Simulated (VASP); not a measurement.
A run of VASP 6.6.1 is set up as follows.

File INCAR:

```
PREC = Accurate
ENCUT = 500
EDIFF = 1E-6
ISMEAR = 0
SIGMA = 0.1
LREAL = False
LASPH = True
NELM = 120
ALGO = Normal
ISIF = 2
LWAVE = False
LCHARG = False
GGA = PS
NBANDS = 16
GGA_COMPAT = False
```

The input KPOINTS:

```
regular mesh
0
Gamma
  14 14 14
```

File POSCAR:

```
InAs
1.0
    0.0000000000      2.7077196682      2.7077196682
    2.7077196682      0.0000000000      2.7077196682
    2.7077196682      2.7077196682      0.0000000000
In As
1 1
Direct
    0.5000000000      0.5000000000      0.5000000000
    0.0000000000      0.0000000000      0.0000000000
```

Potentials or basis: VASP PAW PBE potentials, release 64 (In_d, As).

Command:

```sh
$ cat potpaw_PBE.64/In_d/POTCAR potpaw_PBE.64/As/POTCAR > POTCAR
$ mpirun -np 1 vasp_std > vasp.out
```

Predict the band gap on the k mesh.

zero (bands 9 and 10 overlap by 3.29 eV).

Estimate the pressure.

12.8 GPa.

Caveat: the cell stands under pressure; the PAW data sets were made with another functional, which shifts forces and pressure a little; spin-orbit coupling is left out, which moves the levels of the heavy elements.
